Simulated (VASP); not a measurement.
# Si (I4_1/amd) in VASP: further runs

The runs below take Si through single point, with LDA.

All numbers are computed with VASP 6.6.1; they aren't measurements. Logs are shortened: lines on timing, memory, paths and dates and some standing lists are left out, and cuts for length are marked.

### Step 1. The cell of the first run

Symmetry: I4_1/amd, No. 141, tetragonal system. Conventional cell: a = 4.743 Å, b = 4.743 Å, c = 2.871 Å, α = 90.00°, β = 90.00°, γ = 90.00°. Si (site symmetry -4m2) has 10 Si at 2.48 to 3.20 Å within 3.3 Å.

### Step 2. Single point, LDA (strain +0.000 along x and y, +0.080 along z)

The input, INCAR:

```
PREC = Accurate
ENCUT = 520
EDIFF = 1E-6
ISMEAR = 0
SIGMA = 0.15
LREAL = F
LASPH = T
NELM = 80
ALGO = Normal
ISIF = 2
LWAVE = F
LCHARG = T
GGA = CA
LELF = T
LVHAR = T
NBANDS = 11
```

The input, KPOINTS:

```
regular mesh
0
Gamma
  20 20 20
```

The input, POSCAR:

```
Si
1.0
   -2.3713723045      2.3713723045      1.4356066211
    2.3713723045     -2.3713723045      1.4356066211
    2.3713723045      2.3713723045     -1.4356066211
Si
2
Direct
    0.2500000000      0.7500000000      0.5000000000
    0.5000000000      0.5000000000      0.0000000000
```

Potentials or basis: VASP PAW LDA potentials, release 64 (Si).

The run is started by

```
> cat potpaw_LDA.64/Si/POTCAR > POTCAR
> mpirun -np 1 vasp_std > vasp.out
```

OUTCAR:

```text
PREC = Accurate
   ENCUT = 520
   EDIFF = 1E-6
   ISMEAR = 0
   LREAL = F
   LASPH = T
   NELM = 80
   ISIF = 2
   GGA = CA

 ion  position               nearest neighbor table
   1  0.250  0.750  0.500-   2 2.48   2 2.48   2 2.48   2 2.48
   2  0.500  0.500  0.000-   1 2.48   1 2.48   1 2.48   1 2.48

  LATTYP: Found a body centered tetragonal cell.
 ALAT       =     4.7427446090
 C/A-ratio  =     0.6053906501

  Lattice vectors:

 A1 = (  -2.3713723045,   2.3713723045,   1.4356066211)
 A2 = (   2.3713723045,  -2.3713723045,   1.4356066211)
 A3 = (   2.3713723045,   2.3713723045,  -1.4356066211)

Analysis of symmetry for initial positions (statically):
=====================================================================
 Subroutine PRICEL returns:
 Original cell was already a primitive cell.

 Routine SETGRP: Setting up the symmetry group for a
 body centered tetragonal supercell.

 Subroutine GETGRP returns: Found 16 space group operations
 (whereof  8 operations were pure point group operations)
 out of a pool of 16 trial point group operations.

The static configuration has the point symmetry D_2d.
 The point group associated with its full space group is D_4h.

Analysis of symmetry for dynamics (positions and initial velocities):
=====================================================================
 Subroutine PRICEL returns:
 Original cell was already a primitive cell.

 Routine SETGRP: Setting up the symmetry group for a
 body centered tetragonal supercell.

 Subroutine GETGRP returns: Found 16 space group operations
 (whereof  8 operations were pure point group operations)
 out of a pool of 16 trial point group operations.

The dynamic configuration has the point symmetry D_2d.
 The point group associated with its full space group is D_4h.

 Subroutine INISYM returns: Found 16 space group operations
 (whereof  8 operations are pure point group operations),
 and found     1 'primitive' translations

----------------------------------------------------------------------------------------

                                     Primitive cell

  volume of cell :      32.2920

  direct lattice vectors                    reciprocal lattice vectors
    -2.371372304  2.371372304  1.435606621     0.000000000  0.210848376  0.348284824
     2.371372304 -2.371372304  1.435606621     0.210848376  0.000000000  0.348284824
     2.371372304  2.371372304 -1.435606621     0.210848376  0.210848376  0.000000000

  length of vectors
     3.647982947  3.647982947  3.647982947     0.407135551  0.407135551  0.298184633

  position of ions in fractional coordinates (direct lattice)
     0.250000000  0.750000000  0.500000000
     0.500000000  0.500000000  0.000000000

  ion indices of the primitive-cell ions
   primitive index   ion index
                 1           1
                 2           2

----------------------------------------------------------------------------------------

 KPOINTS: regular mesh

Automatic generation of k-mesh.
 Grid dimensions read from file:
 generate k-points for:   20   20   20

 Generating k-lattice:

  Cartesian coordinates                     Fractional coordinates (reciprocal lattice)
     0.000000000  0.010542419  0.017414241     0.050000000 -0.000000000  0.000000000
     0.010542419  0.000000000  0.017414241    -0.000000000  0.050000000  0.000000000
     0.010542419  0.010542419  0.000000000     0.000000000  0.000000000  0.050000000

  Length of vectors
     0.020356778  0.020356778  0.014909232

  Shift w.r.t. Gamma in fractional coordinates (k-lattice)
     0.000000000  0.000000000  0.000000000

 Subroutine IBZKPT returns following result:
 ===========================================

 Found    641 irreducible k-points:

 Following reciprocal coordinates:
            Coordinates               Weight
  0.000000  0.000000  0.000000      1.000000
  0.050000  0.000000 -0.000000      8.000000
  0.100000 -0.000000  0.000000      8.000000
  0.150000 -0.000000  0.000000      8.000000
  0.200000 -0.000000  0.000000      8.000000
  0.250000  0.000000  0.000000      8.000000
[... 16 lines left out ...]
 -0.400000  0.050000  0.000000     16.000000
 -0.350000  0.050000 -0.000000     16.000000
 [... further k-points ...]
   k-points           NKPTS =    641   k-points in BZ     NKDIM =    641   number of bands    NBANDS=     11
   number of dos      NEDOS =    301   number of ions     NIONS =      2
   total plane-waves  NPLWV =  21952
   dimension x,y,z NGX =    28 NGY =   28 NGZ =   28
   dimension x,y,z NGXF=    56 NGYF=   56 NGZF=   56
   ions per type =               2
   NGX,Y,Z   is equivalent  to a cutoff of  12.76, 12.76, 12.76 a.u.
   NGXF,Y,Z  is equivalent  to a cutoff of  25.52, 25.52, 25.52 a.u.
 SYSTEM =  unknown system
   PREC   = accura    normal or accurate (medium, high low for compatibility)
   ISTART =      0    job   : 0-new  1-cont  2-samecut
   ICHARG =      2    charge: 1-file 2-atom 10-const
   ISPIN  =      1    spin polarized calculation?
   LNONCOLLINEAR =      F non collinear calculations
   LSORBIT =      F    spin-orbit coupling
   LASPH  =      T    aspherical Exc in radial PAW
   ENCUT  =  520.0 eV  38.22 Ry    6.18 a.u.   6.78  6.78  6.78*2*pi/ulx,y,z
   NELM   =     80;   NELMIN=  2; NELMDL= -5     # of ELM steps
   EDIFF  = 0.1E-05   stopping-criterion for ELM
   LREAL  =      F    real-space projection
   EDIFFG = 0.1E-04   stopping-criterion for IOM
   NSW    =      0    number of steps for IOM
   IBRION =     -1    ionic relax: 0-MD 1-quasi-New 2-CG
   NFREE  =      0    steps in history (QN), initial steepest desc. (CG)
   ISIF   =      2    stress and relaxation
   ISYM   =      2    0-nonsym 1-usesym 2-fastsym
   POTIM  = 0.5000    time-step for ionic-motion
   TEBEG  =    0.0;   TEEND  =   0.0 temperature during run
   PSTRESS=    0.0 pullay stress
   NELECT =       8.0000    total number of electrons
   NUPDOWN=      -1.0000    fix difference up-down
   EMIN   =  10.00;   EMAX   =-10.00  energy-range for DOS
   EFERMI =   0.00;   METHOD = LEGACY
   ISMEAR =     0;   SIGMA  =   0.15  broadening in eV -4-tet -1-fermi 0-gaus
   EFERMI_NEDOS =   21; number of points for ismear=-14 and -15
   IALGO  =     38    algorithm
   IMIX   =      4    mixing-type and parameters
     AMIX     =   0.40;   BMIX     =  1.00
     AMIX_MAG =   1.60;   BMIX_MAG =  1.00
  volume/ion in A,a.u.               =      16.15       108.96
  Fermi-wavevector in a.u.,A,eV,Ry     =   1.028190  1.942997 14.383722  1.057174
  Thomas-Fermi vector in A             =   2.162173
   LORBIT       =      0    0 simple, 1 ext, 2 COOP (PROOUT), +10 PAW based schemes
   GGA     = CA    functional components
   LHFCALC =     F    Hartree Fock is set to
   AEXX    =    0.0000 exact exchange contribution
   IVDW    =     0    specifies the selected vdW correction
   LEPSILON=     F    determine dielectric tensor
   LRPA    =     F    only Hartree local field effects (RPA)
 non-spin polarized calculation
 Gauss-broadening in eV      SIGMA  =   0.15
  energy-cutoff  :      520.00
  volume of cell :       32.29
 maximum number of plane-waves:       896
   NGX = 13   NGY = 13   NGZ = 13

 number of electron       8.0000000 magnetization

 Free energy of the ion-electron system (eV)
  ---------------------------------------------------
  ext. energy  EPLUGINS =         0.00000000
  ---------------------------------------------------
  free energy    TOTEN  =       -11.40990607 eV

  energy without entropy =      -11.40178300  energy(sigma->0) =      -11.40584453

 E-fermi :   8.3672     XC(G=0): -10.7522

 val. band max:        8.3658918868   @ k =  -0.1500   0.3500   0.0500
 cond. band min:       8.3697823283   @ k =  -0.1500  -0.4500   0.1000
 fundamental gap:      0.0038904415
 Fermi energy:         8.3672386861

 k-point     1 :       0.0000    0.0000    0.0000
  band No.  band energies     occupation
      1      -4.8239      2.00000
      2       6.4916      2.00000
      3       6.4916      2.00000
      4       7.3836      2.00000
      5      10.5413      0.00000
      6      14.5977      0.00000
      7      15.3523      0.00000
      8      16.9000      0.00000
      9      16.9000      0.00000
     10      18.5414      0.00000
     11      18.9275      0.00000

 k-point     2 :       0.0500    0.0000   -0.0000
  band No.  band energies     occupation
      1      -4.7650      2.00000
      2       6.2439      2.00000
      3       6.4474      2.00000
      4       7.7266      2.00000
      5      10.6870      0.00000
      6      14.1734      0.00000
      7      14.8208      0.00000
      8      16.6024      0.00000
      9      16.6103      0.00000
     10      18.5426      0.00000
     11      18.9958      0.00000

 k-point     3 :       0.1000   -0.0000    0.0000
  band No.  band energies     occupation
      1      -4.5887      2.00000
      2       5.8663      2.00000
      3       6.3383      2.00000
      4       8.3815      0.89292
      5      11.0938      0.00000
      6      13.1117      0.00000
      7      13.7248      0.00000
      8      15.8387      0.00000
      9      16.0123      0.00000
     10      17.7940      0.00000
     11      19.8158      0.00000

 k-point     4 :       0.1500   -0.0000    0.0000
  band No.  band energies     occupation
      1      -4.2956      2.00000
      2       5.5458      2.00000
      3       6.2121      2.00000
      4       9.1120      0.00000
      5      11.6783      0.00000
      6      11.7407      0.00000
      7      12.5761      0.00000
      8      14.9064      0.00000
      9      15.3786      0.00000
     10      17.0486      0.00000
     11      19.9024      0.00000
[... 239 lines left out ...]
 k-point    22 :      -0.4500    0.0500   -0.0000
  band No.  band energies     occupation
      1      -0.8909      2.00000
      2       3.0691      2.00000
      3       5.3907      2.00000
      4       6.3809      2.00000
      5       8.0350      1.99827
      6      10.4013      0.00000
      7      12.7292      0.00000
      8      14.0011      0.00000
      9      16.7073      0.00000
     10      18.7237      0.00000
     11      21.0657      0.00000

 k-point    23 :      -0.4000    0.0500    0.0000
  band No.  band energies     occupation
      1      -1.7450      2.00000
      2       3.9783      2.00000
      3       5.4826      2.00000
      4       6.3200      2.00000
      5       8.7162      0.00100
      6      10.9951      0.00000
      7      13.0165      0.00000
      8      13.6396      0.00000
      9      15.9834      0.00000
     10      17.4080      0.00000
     11      21.3254      0.00000

 k-point    24 :      -0.3500    0.0500   -0.0000
  band No.  band energies     occupation
      1      -2.5121      2.00000
      2       4.3613      2.00000
      3       5.8553      2.00000
      4       6.7555      2.00000
      5       9.5125      0.00000
      6      11.6953      0.00000
      7      12.7965      0.00000
      8      13.5368      0.00000
      9      15.6675      0.00000
     10      16.2743      0.00000
     11      20.7513      0.00000

 [... further k-points ...]
[... 5 lines left out ...]
  --------------------------------------------------------------------------------------
  -------------------------------------------------------------------------------------
  Total       -1.0946652     -1.0946652     -1.8768995      0.0000000      0.0000000      0.0000000
  in kB      -54.3121445    -54.3121445    -93.1229395      0.0000000      0.0000000      0.0000000
  external PRESSURE =     -67.2490761 kB  Pullay stress =       0.0000000 kB

 VOLUME and BASIS-vectors are now :
 -----------------------------------------------------------------------------
  energy-cutoff  :      520.00
  volume of cell :       32.29
      direct lattice vectors                 reciprocal lattice vectors
    -2.371372304  2.371372304  1.435606621     0.000000000  0.210848376  0.348284824
     2.371372304 -2.371372304  1.435606621     0.210848376  0.000000000  0.348284824
     2.371372304  2.371372304 -1.435606621     0.210848376  0.210848376  0.000000000

 POSITION                                       TOTAL-FORCE (eV/Angst)
 -----------------------------------------------------------------------------------
      2.37137     -0.00000      0.71780         0.000000      0.000000      0.000000
      0.00000      0.00000      1.43561        -0.000000     -0.000000     -0.000000
 -----------------------------------------------------------------------------------
    total drift:                                0.000000      0.000000      0.000000

  FREE ENERGIE OF THE ION-ELECTRON SYSTEM (eV)
  ---------------------------------------------------
  free  energy   TOTEN  =       -11.4099060700 eV

  energy  without entropy=      -11.4017829952  energy(sigma->0) =      -11.40584453
```

Run time: 1.7 min. Hardware: 1 thread of Intel Xeon Platinum 8488C (Sapphire Rapids), shared host; peak memory 0.27 GiB.

Results:

```
Free energy            : -11.4099 eV
Pressure               : -6.7 GPa
Band gap on the k mesh : zero (band 4 reaches 11.27 eV, above the bottom of band 5 at 4.52 eV)
```

Stress tensor (GPa, compression positive):
```
-5.43  0.00  0.00
 0.00 -5.43  0.00
 0.00  0.00 -9.31
```

Levels at points of the mesh, in eV from the Fermi level:
```
           k point  band 2  band 3  band 4  band 5  band 6  band 7
(0.00, 0.00, 0.00)   -1.88   -1.88   -0.98    2.17    6.23    6.99
(0.50, 0.00, 0.00)   -6.71   -2.04   -1.68   -1.60    1.24    4.41
(0.50, 0.50, 0.00)  -10.04    0.82    0.82    3.44    3.44    6.23
(0.50, 0.50, 0.50)   -7.57   -6.22   -6.22    3.70    3.70   12.59
```

Caveat: the cell differs from its parent crystal (strain +0.000 along x and y, +0.080 along z).

### Step 3. Single point, LDA (strain +0.080 along x and y, -0.040 along z)

The input, INCAR:

```
ALGO = Normal
EDIFF = 1E-6
ENCUT = 520
GGA = CA
ISIF = 2
ISMEAR = 0
LASPH = True
LCHARG = False
LREAL = False
LWAVE = False
NBANDS = 11
NELM = 60
PREC = Accurate
SIGMA = 0.15
```

The input, KPOINTS:

```
k-points
0
Gamma
  20 20 20
```

The input, POSCAR:

```
Si
1.0
   -2.5610820889      2.5610820889      1.2760947743
    2.5610820889     -2.5610820889      1.2760947743
    2.5610820889      2.5610820889     -1.2760947743
Si
2
Direct
    0.2500000000      0.7500000000      0.5000000000
    0.5000000000      0.5000000000      0.0000000000
```

Potentials or basis: VASP PAW LDA potentials, release 64 (Si).

The run is started by

```
> cat potpaw_LDA.64/Si/POTCAR > POTCAR
> mpirun -np 1 vasp_std > vasp.out
```

Run time: 2 min. Hardware: 1 thread of Intel Xeon Platinum 8488C (Sapphire Rapids), shared host; peak memory 0.29 GiB.

The run converged. Its results:

* Free energy: -11.3014 eV
* Pressure: -10.2 GPa
* Band gap on the k mesh: zero (band 4 reaches 9.29 eV, above the bottom of band 5 at 4.41 eV)

Stress tensor (GPa, compression positive):
```
-13.28   0.00   0.00
  0.00 -13.28   0.00
  0.00   0.00  -4.04
```

Levels at points of the mesh, in eV from the Fermi level:
```
           k point  band 2  band 3  band 4  band 5  band 6  band 7
(0.00, 0.00, 0.00)   -3.74   -2.71   -2.71    1.73    7.07    7.07
(0.50, 0.00, 0.00)   -5.84   -2.25   -1.61   -0.87    1.71    3.98
(0.50, 0.50, 0.00)  -10.23   -0.18   -0.18    1.31    1.31    9.85
(0.50, 0.50, 0.50)   -8.53   -6.20   -6.20    7.73    7.73   10.11
```

Caveat: the cell differs from its parent crystal (strain +0.080 along x and y, -0.040 along z).

(Part 1 of 2 ends here.)
